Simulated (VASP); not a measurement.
# K2CdSe2O6 (R-3m) in VASP: single point with PBE

Aim: the single point of K2CdSe2O6 with PBE.

Everything below comes from runs of VASP 6.6.1. Logs are shortened: lines on timing, memory, paths and dates and some standing lists are left out, and cuts for length are marked.

### 1 The cell of the first run

It takes space group R-3m (No. 166, trigonal). Conventional cell: a = 5.698 Å, b = 5.698 Å, c = 18.949 Å, α = 90.00°, β = 90.00°, γ = 120.00°. K (site symmetry 3m) has 9 O at 2.79 to 3.03 Å and 4 Se at 3.41 to 3.73 Å and 3 K at 3.49 Å and 1 Cd at 3.74 Å within 3.8 Å. Cd (site symmetry -3m) has 6 O at 2.33 Å within 3.1 Å. Se (site symmetry 3m) has 3 O at 1.72 Å within 2.3 Å. Within 2.4 Å of O (site symmetry m) lie 1 Se at 1.72 Å and 1 Cd at 2.33 Å.

### 2 Single point, PBE

INCAR

```
PREC = Accurate
ENCUT = 520
EDIFF = 1E-7
ISMEAR = -1
SIGMA = 0.02
LREAL = F
LASPH = T
NELM = 100
ALGO = Normal
ISIF = 2
LWAVE = F
LCHARG = F
GGA = PE
NBANDS = 50
```

KPOINTS

```
Automatic mesh
0
Gamma
  5 5 5
```

POSCAR

```
K2CdSe2O6
1.0
    2.8487500567      1.6447266121      6.3162000000
   -2.8487500567      1.6447266121      6.3162000000
    0.0000000000     -3.2894532242      6.3162000000
K Cd Se O
2 1 2 6
Direct
    0.8028445956      0.8028445956      0.8028445956
    0.1971554044      0.1971554044      0.1971554044
    0.0000000000      0.0000000000      0.0000000000
    0.6230053720      0.6230053720      0.6230053720
    0.3769946280      0.3769946280      0.3769946280
    0.7422333352      0.2696482368      0.7422333352
    0.7422333352      0.7422333352      0.2696482368
    0.2696482368      0.7422333352      0.7422333352
    0.2577666648      0.7303517632      0.2577666648
    0.7303517632      0.2577666648      0.2577666648
    0.2577666648      0.2577666648      0.7303517632
```

Potentials or basis: VASP PAW PBE potentials, release 64 (K_sv, Cd, Se, O).

Command:

```bash
$ cat potpaw_PBE.64/K_sv/POTCAR potpaw_PBE.64/Cd/POTCAR potpaw_PBE.64/Se/POTCAR potpaw_PBE.64/O/POTCAR > POTCAR
$ mpirun -np 1 vasp_std > vasp.out
```

OUTCAR:

```text
PREC = Accurate
   ENCUT = 520
   EDIFF = 1E-7
   ISMEAR = -1
   LREAL = F
   LASPH = T
   NELM = 100
   ISIF = 2
   GGA = PE

 ion  position               nearest neighbor table
   1  0.803  0.803  0.803-   6 2.79   8 2.79   7 2.79   2 3.49   2 3.49   2 3.49   3 3.74
   2  0.197  0.197  0.197-   9 2.79  10 2.79  11 2.79   1 3.49   1 3.49   1 3.49   3 3.74
   3  0.000  0.000  0.000-   6 2.33   8 2.33   9 2.33  10 2.33   7 2.33  11 2.33   1 3.74   2 3.74

   4  0.623  0.623  0.623-   6 1.72   8 1.72   7 1.72
   5  0.377  0.377  0.377-   9 1.72  10 1.72  11 1.72
   6  0.742  0.270  0.742-   4 1.72   3 2.33   1 2.79
   7  0.742  0.742  0.270-   4 1.72   3 2.33   1 2.79
   8  0.270  0.742  0.742-   4 1.72   3 2.33   1 2.79
   9  0.258  0.730  0.258-   5 1.72   3 2.33   2 2.79
  10  0.730  0.258  0.258-   5 1.72   3 2.33   2 2.79
  11  0.258  0.258  0.730-   5 1.72   3 2.33   2 2.79

  LATTYP: Found a trigonal (rhomboedric) cell.
 ALAT       =     7.1214384049
 COS(alpha) =     0.6799607495

  Lattice vectors:

 A1 = (   2.8487500567,   1.6447266121,   6.3162000000)
 A2 = (  -2.8487500567,   1.6447266121,   6.3162000000)
 A3 = (   0.0000000000,  -3.2894532242,   6.3162000000)

Analysis of symmetry for initial positions (statically):
=====================================================================
 Subroutine PRICEL returns:
 Original cell was already a primitive cell.

 Routine SETGRP: Setting up the symmetry group for a
 trigonal (rhombohedral) supercell.

 Subroutine GETGRP returns: Found 12 space group operations
 (whereof 12 operations were pure point group operations)
 out of a pool of 12 trial point group operations.

The static configuration has the point symmetry D_3d.

Analysis of symmetry for dynamics (positions and initial velocities):
=====================================================================
 Subroutine PRICEL returns:
 Original cell was already a primitive cell.

 Routine SETGRP: Setting up the symmetry group for a
 trigonal (rhombohedral) supercell.

 Subroutine GETGRP returns: Found 12 space group operations
 (whereof 12 operations were pure point group operations)
 out of a pool of 12 trial point group operations.

The dynamic configuration has the point symmetry D_3d.

[... 115 lines left out ...]
   NFREE  =      0    steps in history (QN), initial steepest desc. (CG)
   ISIF   =      2    stress and relaxation
   ISYM   =      2    0-nonsym 1-usesym 2-fastsym
   POTIM  = 0.5000    time-step for ionic-motion
   TEBEG  =    0.0;   TEEND  =   0.0 temperature during run
   PSTRESS=    0.0 pullay stress
   NELECT =      78.0000    total number of electrons
   NUPDOWN=      -1.0000    fix difference up-down
   EMIN   =  10.00;   EMAX   =-10.00  energy-range for DOS
   EFERMI =   0.00;   METHOD = LEGACY
   ISMEAR =    -1;   SIGMA  =   0.02  broadening in eV -4-tet -1-fermi 0-gaus
   EFERMI_NEDOS =   21; number of points for ismear=-14 and -15
   IALGO  =     38    algorithm
   IMIX   =      4    mixing-type and parameters
     AMIX     =   0.40;   BMIX     =  1.00
     AMIX_MAG =   1.60;   BMIX_MAG =  1.00
  volume/ion in A,a.u.               =      16.14       108.93
  Fermi-wavevector in a.u.,A,eV,Ry     =   1.244480  2.351726 21.071762  1.548731
  Thomas-Fermi vector in A             =   2.378745
   LORBIT       =      0    0 simple, 1 ext, 2 COOP (PROOUT), +10 PAW based schemes
   GGA     = PE    functional components
   LHFCALC =     F    Hartree Fock is set to
   AEXX    =    0.0000 exact exchange contribution
   IVDW    =     0    specifies the selected vdW correction
   LEPSILON=     F    determine dielectric tensor
   LRPA    =     F    only Hartree local field effects (RPA)
 non-spin polarized calculation
  energy-cutoff  :      520.00
  volume of cell :      177.56
 maximum number of plane-waves:      4818
 NGX is ok and might be reduce to    54
   NGX = 27   NGY = 27   NGZ = 27

 number of electron      78.0000000 magnetization

 Free energy of the ion-electron system (eV)
  ---------------------------------------------------
  ext. energy  EPLUGINS =         0.00000000
  ---------------------------------------------------
  free energy    TOTEN  =       -53.58210308 eV

  energy without entropy =      -53.58210308  energy(sigma->0) =      -53.58210308

 E-fermi :   1.1336     XC(G=0):  -9.4476

 val. band max:        0.6151151498   @ k =  -0.4000   0.2000  -0.0000
 cond. band min:       4.4492905903   @ k =   0.0000   0.0000   0.0000
 fundamental gap:      3.8341754405
 Fermi energy:         1.1336380990

 k-point     1 :       0.0000    0.0000    0.0000
  band No.  band energies     occupation
      1     -27.1994      2.00000
      2     -27.1185      2.00000
      3     -19.2717      2.00000
      4     -19.0895      2.00000
      5     -16.5368      2.00000
      6     -16.5368      2.00000
[... 996 lines left out ...]
     49       9.5415      0.00000
     50       9.6693      0.00000

------------------------ aborting loop because EDIFF is reached ----------------------------------------

  FORCE on cell =-STRESS in cart. coord.  units (eV):
  Direction    XX          YY          ZZ          XY          YZ          ZX
  --------------------------------------------------------------------------------------
  -------------------------------------------------------------------------------------
  Total        4.0234345      4.0234345      3.0416207      0.0000000      0.0000000      0.0000000
  in kB       36.3038206     36.3038206     27.4448238      0.0000000      0.0000000      0.0000000
  external PRESSURE =      33.3508217 kB  Pullay stress =       0.0000000 kB

 VOLUME and BASIS-vectors are now :
 -----------------------------------------------------------------------------
  energy-cutoff  :      520.00
  volume of cell :      177.56
      direct lattice vectors                 reciprocal lattice vectors
     2.848750057  1.644726612  6.316200000     0.175515574  0.101333964  0.052774347
    -2.848750057  1.644726612  6.316200000    -0.175515574  0.101333964  0.052774347
     0.000000000 -3.289453224  6.316200000     0.000000000 -0.202667927  0.052774347

 POSITION                                       TOTAL-FORCE (eV/Angst)
 -----------------------------------------------------------------------------------
      0.00000      0.00000     15.21278         0.000000      0.000000     -0.003845
      0.00000      0.00000      3.73582         0.000000      0.000000      0.003845
      0.00000      0.00000      0.00000         0.000000      0.000000     -0.000000
      0.00000      0.00000     11.80508         0.000000      0.000000      0.272277
      0.00000      0.00000      7.14352         0.000000      0.000000     -0.272277
      1.34628     -0.77727     11.07934         0.129904     -0.075000     -0.109000
      0.00000      1.55455     11.07934         0.000000      0.150000     -0.109000
     -1.34628     -0.77727     11.07934        -0.129904     -0.075000     -0.109000
     -1.34628      0.77727      7.86926        -0.129904      0.075000      0.109000
      1.34628      0.77727      7.86926         0.129904      0.075000      0.109000
      0.00000     -1.55455      7.86926         0.000000     -0.150000      0.109000
 -----------------------------------------------------------------------------------
    total drift:                               -0.000000     -0.000000      0.000000

  FREE ENERGIE OF THE ION-ELECTRON SYSTEM (eV)
  ---------------------------------------------------
  free  energy   TOTEN  =       -53.5821030753 eV

  energy  without entropy=      -53.5821030753  energy(sigma->0) =      -53.58210308
```

stdout:

```text
POSCAR found type information on POSCAR K CdSeO
 POSCAR found :  4 types and      11 ions
 scaLAPACK will be used
 LDA part: xc-table for (Slater+PW92), standard interpolation
 POSCAR, INCAR and KPOINTS ok, starting setup
 FFT: planning ... GRIDC
 FFT: planning ... GRID_SOFT
 FFT: planning ... GRID
 WAVECAR not read
 entering main loop
```

It took 2.9 min on 1 thread of Intel Xeon 6975P-C (Granite Rapids), shared host; peak memory 0.49 GiB.

What came out:

| Item | Value |
| --- | --- |
| Free energy | -53.5821 eV |
| Pressure | 3.3 GPa |
| Largest force | 0.272 eV/Å |
| Band gap on the k mesh | 3.83 eV (least direct gap 4.06 eV) |

Forces on the atoms (eV/Å):
```
K    0.000  0.000 -0.004
K    0.000  0.000  0.004
Cd   0.000  0.000  0.000
Se   0.000  0.000  0.272
Se   0.000  0.000 -0.272
O    0.130 -0.075 -0.109
O    0.000  0.150 -0.109
O   -0.130 -0.075 -0.109
O   -0.130  0.075  0.109
O    0.130  0.075  0.109
O    0.000 -0.150  0.109
```

Levels at points of the mesh, in eV from the valence-band top:
| k point | band 37 | band 38 | band 39 | band 40 | band 41 | band 42 |
| --- | --- | --- | --- | --- | --- | --- |
| (0.00, 0.00, 0.00) | -0.26 | -0.26 | -0.22 | 3.83 | 4.51 | 4.51 |

Caveat: the cell stands under pressure. A k mesh can miss the band edges.
